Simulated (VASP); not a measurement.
# ScAl3 (Pm-3m) in VASP: a series of runs, part 2 of 2

VASP 6.6.1. The steps go on from the part before.

**3. Single point, PBEsol (15.35 Å³/atom)**

This run uses another cell than the first one, of 15.35 Å³/atom.

INCAR reads:

```
SYSTEM = ScAl3
  PREC = Accurate
  ENCUT = 520
  EDIFF = 1E-6
  ISMEAR = 0
  SIGMA = 0.1
  LREAL = .FALSE.
  LASPH = .TRUE.
  NELM = 80
  ALGO = Normal
  ISIF = 2
  LWAVE = .FALSE.
  LCHARG = .TRUE.
  GGA = PS
  LELF = .TRUE.
  LVHAR = .TRUE.
  NBANDS = 18
```

KPOINTS reads:

```
Automatic mesh
0
G
  10 10 10
  0 0 0
```

POSCAR reads:

```
ScAl3
1.0
    3.9453005078      0.0000000000      0.0000000000
    0.0000000000      3.9453005078      0.0000000000
    0.0000000000      0.0000000000      3.9453005078
Sc Al
1 3
Direct
    0.0000000000      0.0000000000      0.0000000000
    0.5000000000      0.0000000000      0.5000000000
    0.0000000000      0.5000000000      0.5000000000
    0.5000000000      0.5000000000      0.0000000000
```

Potentials or basis: VASP PAW PBE potentials, release 64 (Sc_sv, Al).

Command:

```
> cat potpaw_PBE.64/Sc_sv/POTCAR potpaw_PBE.64/Al/POTCAR > POTCAR
> mpirun -np 1 vasp_std > vasp.out
```

OUTCAR:

```text
SYSTEM = ScAl3
   PREC = Accurate
   ENCUT = 520
   EDIFF = 1E-6
   ISMEAR = 0
   LREAL = .FALSE.
   LASPH = .TRUE.
   NELM = 80
   ISIF = 2
   GGA = PS

 ion  position               nearest neighbor table
   1  0.000  0.000  0.000-   2 2.79   3 2.79   4 2.79   2 2.79   3 2.79   3 2.79   4 2.79   3 2.79
                             2 2.79   4 2.79   2 2.79   4 2.79
   2  0.500  0.000  0.500-   1 2.79   3 2.79   4 2.79   1 2.79   4 2.79   3 2.79   4 2.79   4 2.79
                             1 2.79   3 2.79   1 2.79   3 2.79
   3  0.000  0.500  0.500-   1 2.79   2 2.79   4 2.79   1 2.79   4 2.79   1 2.79   2 2.79   1 2.79
                             2 2.79   4 2.79   4 2.79   2 2.79
   4  0.500  0.500  0.000-   1 2.79   2 2.79   3 2.79   2 2.79   3 2.79   1 2.79   2 2.79   2 2.79
                             1 2.79   3 2.79   3 2.79   1 2.79

  LATTYP: Found a simple cubic cell.
 ALAT       =     3.9453005078

  Lattice vectors:

 A1 = (   3.9453005078,   0.0000000000,   0.0000000000)
 A2 = (   0.0000000000,   3.9453005078,   0.0000000000)
 A3 = (   0.0000000000,   0.0000000000,   3.9453005078)

Analysis of symmetry for initial positions (statically):
=====================================================================
 Subroutine PRICEL returns:
 Original cell was already a primitive cell.

 Routine SETGRP: Setting up the symmetry group for a
 simple cubic supercell.

 Subroutine GETGRP returns: Found 48 space group operations
 (whereof 48 operations were pure point group operations)
 out of a pool of 48 trial point group operations.

The static configuration has the point symmetry O_h .

Analysis of symmetry for dynamics (positions and initial velocities):
=====================================================================
 Subroutine PRICEL returns:
 Original cell was already a primitive cell.

 Routine SETGRP: Setting up the symmetry group for a
 simple cubic supercell.

 Subroutine GETGRP returns: Found 48 space group operations
 (whereof 48 operations were pure point group operations)
 out of a pool of 48 trial point group operations.

The dynamic configuration has the point symmetry O_h .
[... 120 lines left out ...]
   IALGO  =     38    algorithm
   IMIX   =      4    mixing-type and parameters
     AMIX     =   0.40;   BMIX     =  1.00
     AMIX_MAG =   1.60;   BMIX_MAG =  1.00
  volume/ion in A,a.u.               =      15.35       103.60
  Fermi-wavevector in a.u.,A,eV,Ry     =   1.126345  2.128483 17.261071  1.268653
  Thomas-Fermi vector in A             =   2.263026
   LORBIT       =      0    0 simple, 1 ext, 2 COOP (PROOUT), +10 PAW based schemes
   GGA     = PS    functional components
   LHFCALC =     F    Hartree Fock is set to
   AEXX    =    0.0000 exact exchange contribution
   IVDW    =     0    specifies the selected vdW correction
   LEPSILON=     F    determine dielectric tensor
   LRPA    =     F    only Hartree local field effects (RPA)
 non-spin polarized calculation
 Gauss-broadening in eV      SIGMA  =   0.10
  energy-cutoff  :      520.00
  volume of cell :       61.41
 maximum number of plane-waves:      1683
 NGX is ok and might be reduce to    30
   NGX = 15   NGY = 15   NGZ = 15

 number of electron      20.0000001 magnetization

 Free energy of the ion-electron system (eV)
  ---------------------------------------------------
  ext. energy  EPLUGINS =         0.00000000
  ---------------------------------------------------
  free energy    TOTEN  =       -20.57681284 eV

  energy without entropy =      -20.57292369  energy(sigma->0) =      -20.57486827

 E-fermi :   8.2127     XC(G=0): -10.9231

 val. band max:        8.1678339933   @ k =   0.3000   0.0000   0.0000
 cond. band min:       8.2295192050   @ k =   0.5000   0.1000   0.1000
 fundamental gap:      0.0616852118
 Fermi energy:         8.2127229903

 k-point     1 :       0.0000    0.0000    0.0000
  band No.  band energies     occupation
      1     -40.1858      2.00000
      2     -19.0299      2.00000
      3     -19.0299      2.00000
      4     -19.0299      2.00000
      5      -2.3903      2.00000
      6       5.4223      2.00000
[... 481 lines left out ...]
      5      -1.3190      2.00000
      6       2.4259      2.00000
[... 10 lines left out ...]
     17      13.5434      0.00000
     18      14.4424      0.00000

 [... further k-points ...]
[... 5 lines left out ...]
  --------------------------------------------------------------------------------------
  -------------------------------------------------------------------------------------
  Total        4.0715850      4.0715850      4.0715850      0.0000000      0.0000000      0.0000000
  in kB      106.2267338    106.2267338    106.2267338      0.0000000      0.0000000      0.0000000
  external PRESSURE =     106.2267338 kB  Pullay stress =       0.0000000 kB

 VOLUME and BASIS-vectors are now :
 -----------------------------------------------------------------------------
  energy-cutoff  :      520.00
  volume of cell :       61.41
      direct lattice vectors                 reciprocal lattice vectors
     3.945300508  0.000000000  0.000000000     0.253466117  0.000000000  0.000000000
     0.000000000  3.945300508  0.000000000     0.000000000  0.253466117  0.000000000
     0.000000000  0.000000000  3.945300508     0.000000000  0.000000000  0.253466117

 POSITION                                       TOTAL-FORCE (eV/Angst)
 -----------------------------------------------------------------------------------
      0.00000      0.00000      0.00000         0.000000      0.000000      0.000000
      1.97265      0.00000      1.97265         0.000000      0.000000      0.000000
      0.00000      1.97265      1.97265         0.000000      0.000000      0.000000
      1.97265      1.97265      0.00000         0.000000      0.000000      0.000000
 -----------------------------------------------------------------------------------
    total drift:                                0.000000     -0.000000      0.000000

  FREE ENERGIE OF THE ION-ELECTRON SYSTEM (eV)
  ---------------------------------------------------
  free  energy   TOTEN  =       -20.5768128405 eV

  energy  without entropy=      -20.5729236928  energy(sigma->0) =      -20.57486827
```

Wall time 77 s (1 thread of Intel Xeon 8259CL, shared host); peak memory 0.2 GiB.

What came out:

```
Free energy            : -20.5768 eV
Pressure               : 10.6 GPa
Band gap on the k mesh : zero (bands 10 and 11 overlap by 4.21 eV)
```

Levels at points of the mesh, in eV from the Fermi level:
| k point | band 7 | band 8 | band 9 | band 10 | band 11 | band 12 | band 13 | band 14 |
| --- | --- | --- | --- | --- | --- | --- | --- | --- |
| (0.00, 0.00, 0.00) | -2.79 | -1.86 | -1.86 | -1.86 | 1.18 | 1.32 | 1.32 | 1.32 |
| (0.50, 0.00, 0.00) | -1.90 | -1.90 | -1.74 | 1.16 | 1.16 | 1.33 | 1.49 | 1.73 |
| (0.50, 0.50, 0.00) | -5.79 | -4.64 | -0.64 | -0.64 | 1.21 | 1.47 | 2.28 | 2.76 |
| (0.50, 0.50, 0.50) | -4.99 | -4.89 | -3.05 | -3.05 | -3.05 | 1.18 | 2.87 | 2.87 |

Caveat: the cell stands under pressure; the PAW data sets were made with another functional, which shifts forces and pressure a little.

**4. Single point, PBEsol**

This run uses another cell than the first one, of 17.08 Å³/atom.

INCAR reads:

```
ALGO = Fast
EDIFF = 1E-6
ENCUT = 520
GGA = PS
ISIF = 2
ISMEAR = 0
LASPH = True
LCHARG = False
LREAL = False
LWAVE = False
NBANDS = 18
NELM = 60
PREC = Accurate
SIGMA = 0.1
```

KPOINTS reads:

```
k-points
0
Gamma
  10 10 10
```

POSCAR reads:

```
ScAl3
1.0
    4.0878065700      0.0000000000      0.0000000000
    0.0000000000      4.0878065700      0.0000000000
    0.0000000000      0.0000000000      4.0878065700
Sc Al
1 3
Direct
    0.0000000000      0.0000000000      0.0000000000
    0.5000000000      0.0000000000      0.5000000000
    0.0000000000      0.5000000000      0.5000000000
    0.5000000000      0.5000000000      0.0000000000
```

Command:

```
> cat potpaw_PBE.64/Sc_sv/POTCAR potpaw_PBE.64/Al/POTCAR > POTCAR
> mpirun -np 1 vasp_std > vasp.out
```

Run time: 2 min. Hardware: 1 thread of Intel Xeon 8259CL, shared host; peak memory 0.21 GiB.

Results (log left out):

```
Free energy            : -20.7643 eV
Pressure               : -1.0 GPa
Band gap on the k mesh : zero (bands 10 and 11 overlap by 3.83 eV)
```

Levels at points of the mesh, in eV from the Fermi level:
```tsv
k point	band 7	band 8	band 9	band 10	band 11	band 12	band 13	band 14
(0.00, 0.00, 0.00)	-2.64	-1.81	-1.81	-1.81	1.21	1.29	1.29	1.29
(0.50, 0.00, 0.00)	-1.73	-1.73	-1.50	0.87	1.00	1.00	1.33	1.62
(0.50, 0.50, 0.00)	-5.63	-4.38	-0.55	-0.55	1.20	1.35	2.05	2.48
(0.50, 0.50, 0.50)	-4.80	-4.49	-2.96	-2.96	-2.96	0.91	2.59	2.59
```

Caveat: the PAW data sets were made with another functional, which shifts forces and pressure a little.

**5. Overview**

| cell | gap on the mesh (eV) | pressure (GPa) |
| --- | --- | --- |
| a = 3.901 Å, 4 atoms | none | 15.3 |
| a = 3.945 Å, 4 atoms | none | 10.6 |
| a = 4.088 Å, 4 atoms | none | -1.0 |

Alike in all rows: task single point; level PBEsol; potentials or basis VASP PAW PBE potentials, release 64 (Sc_sv, Al); no spin polarisation; k mesh 10 × 10 × 10; cutoff (eV) 520; smearing gaussian 0.1 eV.

Caveats: the PAW data sets were made with another functional, which shifts forces and pressure a little; the cell stands under pressure (at least some runs).

Absolute energies hang on the potentials; compare differences alone.
